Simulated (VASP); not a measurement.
# AlGaN2 (P-4m2) in VASP: further runs

AlGaN2 is run at these levels: LDA; tasks: single point.

Everything below comes from runs of VASP 6.6.1. Logs are shortened: lines on timing, memory, paths and dates and some standing lists are left out, and cuts for length are marked.

### Step 1. The cell of the first run

The structure is tetragonal, space group P-4m2 (No. 115). The conventional cell has a = 3.018 Å, b = 3.018 Å, c = 4.672 Å, α = 90.00°, β = 90.00°, γ = 90.00°. Al (site symmetry -4m2) has 4 N at 1.88 Å within 2.5 Å. Within 2.6 Å of Ga (site symmetry -4m2) lie 4 N at 1.94 Å. Within 2.5 Å of N (site symmetry 2mm) lie 2 Al at 1.88 Å and 2 Ga at 1.94 Å.

### Step 2. Single point, LDA

The input, INCAR:

```
SYSTEM = AlGaN2
  ALGO = Normal
  EDIFF = 1E-7
  ENCUT = 520
  GGA = CA
  ISIF = 2
  ISMEAR = 0
  LASPH = .True.
  LCHARG = .True.
  LELF = .True.
  LREAL = .False.
  LVHAR = .True.
  LWAVE = .False.
  NBANDS = 21
  NELM = 60
  PREC = Accurate
  SIGMA = 0.05
```

The input, KPOINTS:

```
k-points
0
Gamma
  8 8 6
  0 0 0
```

The input, POSCAR:

```
AlGaN2
1.0
    3.0178692975      0.0000000000      0.0000000000
    0.0000000000      3.0178692975      0.0000000000
    0.0000000000      0.0000000000      4.6719520687
Al Ga N
1 1 2
Direct
    0.5000000000      0.5000000000      0.5000000000
    0.0000000000      0.0000000000      0.0000000000
    0.5000000000      0.0000000000      0.7400513254
    0.0000000000      0.5000000000      0.2599486746
```

Potentials or basis: VASP PAW LDA potentials, release 64 (Al, Ga_d, N).

Started as:

```sh
> cat potpaw_LDA.64/Al/POTCAR potpaw_LDA.64/Ga_d/POTCAR potpaw_LDA.64/N/POTCAR > POTCAR
> mpirun -np 1 vasp_std > vasp.out
```

OUTCAR:

```text
SYSTEM = AlGaN2
   EDIFF = 1E-7
   ENCUT = 520
   GGA = CA
   ISIF = 2
   ISMEAR = 0
   LASPH = .True.
   LREAL = .False.
   NELM = 60
   PREC = Accurate

 ion  position               nearest neighbor table
   1  0.500  0.500  0.500-   3 1.88   4 1.88   3 1.88   4 1.88
   2  0.000  0.000  0.000-   3 1.94   4 1.94   4 1.94   3 1.94
   3  0.500  0.000  0.740-   1 1.88   1 1.88   2 1.94   2 1.94
   4  0.000  0.500  0.260-   1 1.88   1 1.88   2 1.94   2 1.94

  LATTYP: Found a simple tetragonal cell.
 ALAT       =     3.0178692975
 C/A-ratio  =     1.5480962256

  Lattice vectors:

 A1 = (   3.0178692975,   0.0000000000,   0.0000000000)
 A2 = (   0.0000000000,   3.0178692975,   0.0000000000)
 A3 = (   0.0000000000,   0.0000000000,   4.6719520687)

Analysis of symmetry for initial positions (statically):
=====================================================================
 Subroutine PRICEL returns:
 Original cell was already a primitive cell.

 Routine SETGRP: Setting up the symmetry group for a
 simple tetragonal supercell.

 Subroutine GETGRP returns: Found  8 space group operations
 (whereof  8 operations were pure point group operations)
 out of a pool of 16 trial point group operations.

The static configuration has the point symmetry D_2d.

Analysis of symmetry for dynamics (positions and initial velocities):
=====================================================================
 Subroutine PRICEL returns:
 Original cell was already a primitive cell.

 Routine SETGRP: Setting up the symmetry group for a
 simple tetragonal supercell.

 Subroutine GETGRP returns: Found  8 space group operations
 (whereof  8 operations were pure point group operations)
 out of a pool of 16 trial point group operations.

The dynamic configuration has the point symmetry D_2d.

 Subroutine INISYM returns: Found  8 space group operations
 (whereof  8 operations are pure point group operations),
 and found     1 'primitive' translations

----------------------------------------------------------------------------------------

                                     Primitive cell

  volume of cell :      42.5500

  direct lattice vectors                    reciprocal lattice vectors
     3.017869297  0.000000000  0.000000000     0.331359612  0.000000000  0.000000000
     0.000000000  3.017869297  0.000000000     0.000000000  0.331359612  0.000000000
     0.000000000  0.000000000  4.671952069     0.000000000  0.000000000  0.214043292

  length of vectors
     3.017869297  3.017869297  4.671952069     0.331359612  0.331359612  0.214043292

  position of ions in fractional coordinates (direct lattice)
     0.500000000  0.500000000  0.500000000
     0.000000000  0.000000000  0.000000000
     0.500000000  0.000000000  0.740051325
     0.000000000  0.500000000  0.259948675

  ion indices of the primitive-cell ions
   primitive index   ion index
                 1           1
                 2           2
                 3           3
                 4           4

----------------------------------------------------------------------------------------

 KPOINTS: k-points

Automatic generation of k-mesh.
 Grid dimensions read from file:
 generate k-points for:    8    8    6

 Generating k-lattice:

  Cartesian coordinates                     Fractional coordinates (reciprocal lattice)
     0.041419952  0.000000000  0.000000000     0.125000000  0.000000000  0.000000000
     0.000000000  0.041419952  0.000000000     0.000000000  0.125000000  0.000000000
     0.000000000  0.000000000  0.035673882     0.000000000  0.000000000  0.166666667

  Length of vectors
     0.041419952  0.041419952  0.035673882

  Shift w.r.t. Gamma in fractional coordinates (k-lattice)
     0.000000000  0.000000000  0.000000000

 Subroutine IBZKPT returns following result:
 ===========================================

 Found     60 irreducible k-points:

 Following reciprocal coordinates:
            Coordinates               Weight
  0.000000  0.000000  0.000000      1.000000
  0.125000  0.000000  0.000000      4.000000
  0.250000  0.000000  0.000000      4.000000
  0.375000  0.000000  0.000000      4.000000
  0.500000  0.000000  0.000000      2.000000
  0.125000  0.125000  0.000000      4.000000
[... 16 lines left out ...]
  0.375000  0.125000  0.166667     16.000000
  0.500000  0.125000  0.166667      8.000000
 [... further k-points ...]
   k-points           NKPTS =     60   k-points in BZ     NKDIM =     60   number of bands    NBANDS=     21
   number of dos      NEDOS =    301   number of ions     NIONS =      4
   total plane-waves  NPLWV =  20736
   dimension x,y,z NGX =    24 NGY =   24 NGZ =   36
   dimension x,y,z NGXF=    48 NGYF=   48 NGZF=   72
   ions per type =               1   1   2
   NGX,Y,Z   is equivalent  to a cutoff of  13.22, 13.22, 12.81 a.u.
   NGXF,Y,Z  is equivalent  to a cutoff of  26.44, 26.44, 25.62 a.u.
 SYSTEM =  AlGaN2
   PREC   = accura    normal or accurate (medium, high low for compatibility)
   ISTART =      0    job   : 0-new  1-cont  2-samecut
   ICHARG =      2    charge: 1-file 2-atom 10-const
   ISPIN  =      1    spin polarized calculation?
   LNONCOLLINEAR =      F non collinear calculations
   LSORBIT =      F    spin-orbit coupling
   LASPH  =      T    aspherical Exc in radial PAW
   ENCUT  =  520.0 eV  38.22 Ry    6.18 a.u.   5.61  5.61  8.69*2*pi/ulx,y,z
   NELM   =     60;   NELMIN=  2; NELMDL= -5     # of ELM steps
   EDIFF  = 0.1E-06   stopping-criterion for ELM
   LREAL  =      F    real-space projection
   EDIFFG = 0.1E-05   stopping-criterion for IOM
   NSW    =      0    number of steps for IOM
   IBRION =     -1    ionic relax: 0-MD 1-quasi-New 2-CG
   NFREE  =      0    steps in history (QN), initial steepest desc. (CG)
   ISIF   =      2    stress and relaxation
   ISYM   =      2    0-nonsym 1-usesym 2-fastsym
   POTIM  = 0.5000    time-step for ionic-motion
   TEBEG  =    0.0;   TEEND  =   0.0 temperature during run
   PSTRESS=    0.0 pullay stress
   NELECT =      26.0000    total number of electrons
   NUPDOWN=      -1.0000    fix difference up-down
   EMIN   =  10.00;   EMAX   =-10.00  energy-range for DOS
   EFERMI =   0.00;   METHOD = LEGACY
   ISMEAR =     0;   SIGMA  =   0.05  broadening in eV -4-tet -1-fermi 0-gaus
   EFERMI_NEDOS =   21; number of points for ismear=-14 and -15
   IALGO  =     38    algorithm
   IMIX   =      4    mixing-type and parameters
     AMIX     =   0.40;   BMIX     =  1.00
     AMIX_MAG =   1.60;   BMIX_MAG =  1.00
  volume/ion in A,a.u.               =      10.64        71.79
  Fermi-wavevector in a.u.,A,eV,Ry     =   1.389205  2.625216 26.257738  1.929889
  Thomas-Fermi vector in A             =   2.513258
   LORBIT       =      0    0 simple, 1 ext, 2 COOP (PROOUT), +10 PAW based schemes
   GGA     = CA    functional components
   LHFCALC =     F    Hartree Fock is set to
   AEXX    =    0.0000 exact exchange contribution
   IVDW    =     0    specifies the selected vdW correction
   LEPSILON=     F    determine dielectric tensor
   LRPA    =     F    only Hartree local field effects (RPA)
 non-spin polarized calculation
 Gauss-broadening in eV      SIGMA  =   0.05
  energy-cutoff  :      520.00
  volume of cell :       42.55
 maximum number of plane-waves:      1164
 NGX is ok and might be reduce to    24

 number of electron      26.0000001 magnetization

 Free energy of the ion-electron system (eV)
  ---------------------------------------------------
  ext. energy  EPLUGINS =         0.00000000
  ---------------------------------------------------
  free energy    TOTEN  =       -30.19185333 eV

  energy without entropy =      -30.19185333  energy(sigma->0) =      -30.19185333

 E-fermi :   6.0595     XC(G=0): -11.8534

 val. band max:        5.8359453335   @ k =   0.0000   0.0000   0.0000
 cond. band min:       8.6946193295   @ k =   0.0000   0.0000   0.0000
 fundamental gap:      2.8586739960
 Fermi energy:         6.0594997918

 k-point     1 :       0.0000    0.0000    0.0000
  band No.  band energies     occupation
      1      -9.8756      2.00000
      2      -8.4905      2.00000
      3      -7.4224      2.00000
      4      -7.4224      2.00000
      5      -7.3923      2.00000
      6      -7.2416      2.00000
[... 13 lines left out ...]
     20      17.4014      0.00000
     21      21.0588      0.00000

 k-point     2 :       0.1250    0.0000    0.0000
  band No.  band energies     occupation
      1      -9.7269      2.00000
      2      -8.4844      2.00000
      3      -7.4533      2.00000
      4      -7.4192      2.00000
      5      -7.3552      2.00000
      6      -7.2554      2.00000
[... 13 lines left out ...]
     20      17.4952      0.00000
     21      20.6697      0.00000

 k-point     3 :       0.2500    0.0000    0.0000
  band No.  band energies     occupation
      1      -9.3361      2.00000
      2      -8.4804      2.00000
      3      -7.4635      2.00000
      4      -7.4113      2.00000
      5      -7.2883      2.00000
      6      -7.2516      2.00000
[... 13 lines left out ...]
     20      17.6225      0.00000
     21      19.7469      0.00000
[... 457 lines left out ...]
 k-point    23 :       0.3750    0.1250    0.1667
  band No.  band energies     occupation
      1      -8.7992      2.00000
      2      -8.4646      2.00000
      3      -7.4335      2.00000
      4      -7.3619      2.00000
      5      -7.3440      2.00000
      6      -6.8897      2.00000
[... 13 lines left out ...]
     20      17.8163      0.00000
     21      18.6475      0.00000

 k-point    24 :       0.5000    0.1250    0.1667
  band No.  band energies     occupation
      1      -8.6698      2.00000
      2      -8.4554      2.00000
      3      -7.4232      2.00000
      4      -7.3614      2.00000
      5      -7.3418      2.00000
      6      -6.5154      2.00000
[... 13 lines left out ...]
     20      18.0734      0.00000
     21      18.4256      0.00000

 [... further k-points ...]

------------------------ aborting loop because EDIFF is reached ----------------------------------------

  FORCE on cell =-STRESS in cart. coord.  units (eV):
  Direction    XX          YY          ZZ          XY          YZ          ZX
  --------------------------------------------------------------------------------------
  -------------------------------------------------------------------------------------
  Total        1.4961936      1.4961936     -2.7129120      0.0000000      0.0000000     -0.0000000
  in kB       56.3377026     56.3377026   -102.1520440      0.0000000      0.0000000     -0.0000000
  external PRESSURE =       3.5077871 kB  Pullay stress =       0.0000000 kB

 VOLUME and BASIS-vectors are now :
 -----------------------------------------------------------------------------
  energy-cutoff  :      520.00
  volume of cell :       42.55
      direct lattice vectors                 reciprocal lattice vectors
     3.017869297  0.000000000  0.000000000     0.331359612  0.000000000  0.000000000
     0.000000000  3.017869297  0.000000000     0.000000000  0.331359612  0.000000000
     0.000000000  0.000000000  4.671952069     0.000000000  0.000000000  0.214043292

 POSITION                                       TOTAL-FORCE (eV/Angst)
 -----------------------------------------------------------------------------------
      1.50893      1.50893      2.33598         0.000000     -0.000000      0.000000
      0.00000      0.00000      0.00000         0.000000      0.000000      0.000000
      1.50893      0.00000      3.45748         0.000000      0.000000      0.119465
      0.00000      1.50893      1.21447         0.000000      0.000000     -0.119465
 -----------------------------------------------------------------------------------
    total drift:                                0.000000      0.000000      0.000000

  FREE ENERGIE OF THE ION-ELECTRON SYSTEM (eV)
  ---------------------------------------------------
  free  energy   TOTEN  =       -30.1918533259 eV

  energy  without entropy=      -30.1918533259  energy(sigma->0) =      -30.19185333
```

Run time: 26 s. Hardware: 1 thread of AMD EPYC 9R45 (Zen 5), shared host; peak memory 0.14 GiB.

What came out:

* Free energy: -30.1919 eV
* Pressure: 0.4 GPa
* Largest force: 0.119 eV/Å
* Band gap on the k mesh: 2.86 eV, direct

Forces on the atoms (eV/Å):
```
Al   0.000  0.000  0.000
Ga   0.000  0.000  0.000
N    0.000  0.000  0.119
N    0.000  0.000 -0.119
```

Levels at points of the mesh, in eV from the valence-band top:
```tsv
k point	band 10	band 11	band 12	band 13	band 14	band 15	band 16	band 17
(0.00, 0.00, 0.00)	-2.03	-0.69	0.00	0.00	2.86	3.74	8.45	11.10
(0.50, 0.00, 0.00)	-3.57	-3.56	-0.75	-0.43	7.11	7.14	8.61	8.92
(0.50, 0.50, 0.00)	-2.76	-2.74	-2.74	-2.69	2.93	2.93	5.60	8.22
(0.00, 0.00, 0.50)	-1.40	-1.40	-0.83	-0.83	5.07	5.16	7.70	9.79
(0.50, 0.00, 0.50)	-1.39	-1.28	-0.74	-0.35	4.84	6.14	9.12	9.43
(0.50, 0.50, 0.50)	-4.21	-3.48	-3.48	-3.46	5.48	5.48	8.54	9.58
```

### Step 3. Single point, LDA

This run uses another cell than the first one, of the same volume but with other edges.

The input, INCAR:

```
SYSTEM = AlGaN2
PREC = Accurate
ENCUT = 520
EDIFF = 1E-6
ISMEAR = 0
SIGMA = 0.05
LREAL = .FALSE.
LASPH = .TRUE.
NELM = 60
ALGO = Normal
ISIF = 2
LWAVE = .FALSE.
LCHARG = .FALSE.
GGA = CA
NBANDS = 21
```

The input, KPOINTS:

```
Automatic mesh
0
G
  8 8 6
  0 0 0
```

The input, POSCAR:

```
AlGaN2
1.0
    3.1579669276      0.0000000000      0.0000000000
    0.0000000000      3.1579669276      0.0000000000
    0.0000000000      0.0000000000      4.2666211034
Al Ga N
1 1 2
Direct
    0.5000000000      0.5000000000      0.5000000000
    0.0000000000      0.0000000000      0.0000000000
    0.5000000000      0.0000000000      0.7400513254
    0.0000000000      0.5000000000      0.2599486746
```

Potentials or basis: VASP PAW LDA potentials, release 64 (Al, Ga_d, N).

Started as:

```sh
> cat potpaw_LDA.64/Al/POTCAR potpaw_LDA.64/Ga_d/POTCAR potpaw_LDA.64/N/POTCAR > POTCAR
> mpirun -np 1 vasp_std > vasp.out
```

Wall time 19 s (1 thread of AMD EPYC 9R45 (Zen 5), shared host); peak memory 0.14 GiB.

It converged, with:

| Item | Value |
| --- | --- |
| Free energy | -30.2974 eV |
| Pressure | 0.7 GPa |
| Largest force | 0.101 eV/Å |
| Band gap on the k mesh | 3.11 eV, direct |

Forces on the atoms (eV/Å):
```
Al   0.000  0.000  0.000
Ga   0.000  0.000  0.000
N    0.000  0.000 -0.101
N    0.000  0.000  0.101
```

Stress tensor (GPa, compression positive):
```
-0.93  0.00  0.00
 0.00 -0.93  0.00
 0.00  0.00  3.86
```

Levels at points of the mesh, in eV from the valence-band top:
```
           k point  band 10  band 11  band 12  band 13  band 14  band 15  band 16  band 17
(0.00, 0.00, 0.00)    -2.57    -0.07     0.00     0.00     3.11     3.41     7.18    11.37
(0.50, 0.00, 0.00)    -2.83    -2.70    -1.11    -0.87     7.13     7.24     7.76     8.29
(0.50, 0.50, 0.00)    -2.19    -2.18    -2.18    -2.16     3.39     3.39     6.69     8.93
(0.00, 0.00, 0.50)    -1.71    -1.71    -1.11    -1.11     5.42     5.62     7.94     8.98
(0.50, 0.00, 0.50)    -1.08    -0.72    -0.71    -0.38     5.35     6.66     9.25     9.55
(0.50, 0.50, 0.50)    -4.09    -3.32    -3.32    -3.32     6.48     6.48     9.15    10.81
```

 A k mesh can miss the band edges.
